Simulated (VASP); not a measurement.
# NaCl (Fm-3m) in VASP: further runs, part 2 of 2

VASP 6.6.1. The steps go on from the part before.

## Step 3: Relaxation of cell and atoms, PBEsol, target pressure 8.9 GPa, at which the enthalpy is minimised

This run uses another cell than the first one, of 20.27 Å³/atom.

INCAR

```
  PREC = Accurate
  ENCUT = 500
  EDIFF = 1E-7
  ISMEAR = 0
  SIGMA = 0.1
  LREAL = F
  LASPH = T
  NELM = 120
  ALGO = Normal
  ISIF = 3
  LWAVE = F
  LCHARG = F
  GGA = PS
  IBRION = 2
  NSW = 80
  EDIFFG = -0.05
  PSTRESS = 89.0
  GGA_COMPAT = F
  NELMIN = 4
```

KPOINTS

```
Automatic mesh
0
Gamma
  6 6 6
```

POSCAR

```
NaCl
1.0
    0.0000000000      2.7266500000      2.7266500000
    2.7266500000      0.0000000000      2.7266500000
    2.7266500000      2.7266500000      0.0000000000
Na Cl
1 1
Direct
    0.0000000000      0.0000000000      0.0000000000
    0.5000000000      0.5000000000      0.5000000000
```

Potentials or basis: VASP PAW PBE potentials, release 64 (Na_pv, Cl).

Launch:

```sh
$ cat potpaw_PBE.64/Na_pv/POTCAR potpaw_PBE.64/Cl/POTCAR > POTCAR
$ mpirun -np 1 vasp_std > vasp.out
```

OUTCAR:

```text
PREC = Accurate
   ENCUT = 500
   EDIFF = 1E-7
   ISMEAR = 0
   LREAL = F
   LASPH = T
   NELM = 120
   ISIF = 3
   GGA = PS
   IBRION = 2
   NSW = 80
   EDIFFG = -0.05
   PSTRESS = 89.0
   NELMIN = 4

 ion  position               nearest neighbor table
   1  0.000  0.000  0.000-   2 2.73   2 2.73   2 2.73   2 2.73   2 2.73   2 2.73
   2  0.500  0.500  0.500-   1 2.73   1 2.73   1 2.73   1 2.73   1 2.73   1 2.73

  LATTYP: Found a face centered cubic cell.
 ALAT       =     5.4533000000

  Lattice vectors:

 A1 = (   0.0000000000,   2.7266500000,   2.7266500000)
 A2 = (   2.7266500000,   0.0000000000,   2.7266500000)
 A3 = (   2.7266500000,   2.7266500000,   0.0000000000)

Analysis of symmetry for initial positions (statically):
=====================================================================
 Subroutine PRICEL returns:
 Original cell was already a primitive cell.

 Routine SETGRP: Setting up the symmetry group for a
 face centered cubic supercell.

 Subroutine GETGRP returns: Found 48 space group operations
 (whereof 48 operations were pure point group operations)
 out of a pool of 48 trial point group operations.

The static configuration has the point symmetry O_h .

Analysis of symmetry for dynamics (positions and initial velocities):
=====================================================================
 Subroutine PRICEL returns:
 Original cell was already a primitive cell.

 Routine SETGRP: Setting up the symmetry group for a
 face centered cubic supercell.

 Subroutine GETGRP returns: Found 48 space group operations
 (whereof 48 operations were pure point group operations)
 out of a pool of 48 trial point group operations.

The dynamic configuration has the point symmetry O_h .

 Subroutine INISYM returns: Found 48 space group operations
 (whereof 48 operations are pure point group operations),
 and found     1 'primitive' translations

----------------------------------------------------------------------------------------

                                     Primitive cell

  volume of cell :      40.5432

  direct lattice vectors                    reciprocal lattice vectors
     0.000000000  2.726650000  2.726650000    -0.183375204  0.183375204  0.183375204
[... 88 lines left out ...]
   NELECT =      14.0000    total number of electrons
   NUPDOWN=      -1.0000    fix difference up-down
   EMIN   =  10.00;   EMAX   =-10.00  energy-range for DOS
   EFERMI =   0.00;   METHOD = LEGACY
   ISMEAR =     0;   SIGMA  =   0.10  broadening in eV -4-tet -1-fermi 0-gaus
   EFERMI_NEDOS =   21; number of points for ismear=-14 and -15
   IALGO  =     38    algorithm
   IMIX   =      4    mixing-type and parameters
     AMIX     =   0.40;   BMIX     =  1.00
     AMIX_MAG =   1.60;   BMIX_MAG =  1.00
  volume/ion in A,a.u.               =      20.27       136.80
  Fermi-wavevector in a.u.,A,eV,Ry     =   1.148536  2.170419 17.947935  1.319136
  Thomas-Fermi vector in A             =   2.285211
   LORBIT       =      0    0 simple, 1 ext, 2 COOP (PROOUT), +10 PAW based schemes
   GGA     = PS    functional components
   LHFCALC =     F    Hartree Fock is set to
   AEXX    =    0.0000 exact exchange contribution
   IVDW    =     0    specifies the selected vdW correction
   LEPSILON=     F    determine dielectric tensor
   LRPA    =     F    only Hartree local field effects (RPA)
 conjugate gradient relaxation of ions
 non-spin polarized calculation
 Gauss-broadening in eV      SIGMA  =   0.10
  energy-cutoff  :      500.00
  volume of cell :       40.54
 maximum number of plane-waves:      1056
   NGX = 13   NGY = 13   NGZ = 13

--------------------------------------- Ionic step        1  -------------------------------------------

 number of electron      14.0000003 magnetization

 Free energy of the ion-electron system (eV)
  ---------------------------------------------------
  ext. energy  EPLUGINS =         0.00000000
  ---------------------------------------------------
  free energy    TOTEN  =        -6.97159448 eV

  energy without entropy =       -6.97159448  energy(sigma->0) =       -6.97159448

 E-fermi :   0.2571     XC(G=0):  -8.7868

 val. band max:       -0.1597510840   @ k =   0.0000   0.0000   0.0000
 cond. band min:       5.1692000484   @ k =   0.0000   0.0000   0.0000
 fundamental gap:      5.3289511324
 Fermi energy:         0.2571081012

 k-point     1 :       0.0000    0.0000    0.0000
  band No.  band energies     occupation
      1     -20.6436      2.00000
      2     -20.6436      2.00000
      3     -20.6436      2.00000
      4     -13.0601      2.00000
      5      -0.1598      2.00000
      6      -0.1598      2.00000
      7      -0.1598      2.00000
      8       5.1692      0.00000
      9      10.9188      0.00000
     10      10.9188      0.00000
     11      10.9188      0.00000
[... 283 lines left out ...]
--------------------------------------- Ionic step        3  -------------------------------------------

 number of electron      14.0000004 magnetization

 Free energy of the ion-electron system (eV)
  ---------------------------------------------------
  ext. energy  EPLUGINS =         0.00000000
  ---------------------------------------------------
  free energy    TOTEN  =        -6.80974459 eV

  energy without entropy =       -6.80974459  energy(sigma->0) =       -6.80974459

 E-fermi :   1.2475     XC(G=0):  -9.3775

 val. band max:        0.7600084800   @ k =   0.0000   0.0000   0.0000
 cond. band min:       6.6853218664   @ k =   0.0000   0.0000   0.0000
 fundamental gap:      5.9253133865
 Fermi energy:         1.2475393264

 k-point     1 :       0.0000    0.0000    0.0000
  band No.  band energies     occupation
      1     -19.5872      2.00000
      2     -19.5872      2.00000
      3     -19.5872      2.00000
      4     -12.5390      2.00000
      5       0.7600      2.00000
      6       0.7600      2.00000
      7       0.7600      2.00000
      8       6.6853      0.00000
      9      11.8857      0.00000
     10      11.8857      0.00000
     11      11.8857      0.00000
[... 241 lines left out ...]
  energy  without entropy=       -6.8097445942  energy(sigma->0) =       -6.80974459

  enthalpy is  TOTEN    =        -4.8254646344 eV   P V=        1.9842799598

 reached required accuracy - stopping structural energy minimisation
```

OSZICAR:

```text
N       E                     dE             d eps       ncg     rms          rms(c)
DAV:   1     0.909689580930E+02    0.90969E+02   -0.71565E+03   352   0.127E+03
DAV:   2     0.270150651724E+00   -0.90699E+02   -0.84432E+02   412   0.277E+02
DAV:   3    -0.698042974061E+01   -0.72506E+01   -0.72103E+01   421   0.797E+01
[... 27 lines left out ...]
DAV:   4    -0.680974700670E+01    0.64849E-04   -0.71625E-05   503   0.100E-01    0.935E-03
DAV:   5    -0.680974439767E+01    0.26090E-05   -0.10689E-05   370   0.251E-02    0.549E-03
DAV:   6    -0.680974451301E+01   -0.11534E-06   -0.34172E-07   397   0.938E-03    0.287E-03
DAV:   7    -0.680974464444E+01   -0.13143E-06   -0.85289E-08   194   0.393E-03    0.426E-04
DAV:   8    -0.680974459421E+01    0.50231E-07   -0.10766E-08   185   0.177E-03
   3 F= -.48254646E+01 E0= -.48254646E+01  d E =-.106022E+00
```

It took 33 s on 1 thread of Intel Xeon Platinum 8259CL at 2.50GHz (Skylake/Cascade Lake), shared host; peak memory 0.14 GiB.

Results:

```
Free energy                                                : -6.8097 eV
Relaxed volume                                             : 17.86 Å³/atom
Relaxed cell                                               : a = 3.697 Å, b = 3.697 Å, c = 3.697 Å, α = 60.00°, β = 60.00°, γ = 60.00°
Space group after relaxing (to 0.1 Å)                      : Fm-3m (No. 225)
Energy change on relaxing (the run minimises the enthalpy) : +80.9 meV/atom
Ionic steps                                                : 3
Pressure after relaxing                                    : 8.9 GPa
Band gap on the k mesh                                     : 5.93 eV
```

Step by step:
| step | energy change (eV) | largest force (eV/Å) | pressure (GPa) | volume (Å³) |
| --- | --- | --- | --- | --- |
| 1 | 0.0000 | 0.0000 | 2.55 | 40.54 |
| 2 | 0.1464 | 0.0000 | 8.38 | 36.01 |
| 3 | 0.1618 | 0.0000 | 8.88 | 35.72 |

Final structure:
```
CELL_PARAMETERS angstrom
0.00000 2.61395 2.61395
2.61395 0.00000 2.61395
2.61395 2.61395 0.00000
ATOMIC_POSITIONS crystal
Na 0.00000 0.00000 0.00000
Cl 0.50000 0.50000 0.50000
```

Levels at points of the mesh, in eV from the valence-band top:
| k point | band 5 | band 6 | band 7 | band 8 | band 9 | band 10 |
| --- | --- | --- | --- | --- | --- | --- |
| (0.00, 0.00, 0.00) | 0.00 | 0.00 | 0.00 | 5.93 | 11.13 | 11.13 |
| (0.50, 0.00, 0.00) | -2.79 | -0.43 | -0.43 | 7.41 | 11.35 | 11.35 |
| (0.50, 0.50, 0.00) | -2.41 | -0.87 | -0.87 | 7.55 | 8.04 | 12.86 |

Caveat: the cell is relaxed towards a set pressure, so the run minimises the enthalpy, not the energy; the PAW data sets were made with another functional, which shifts forces and pressure a little.
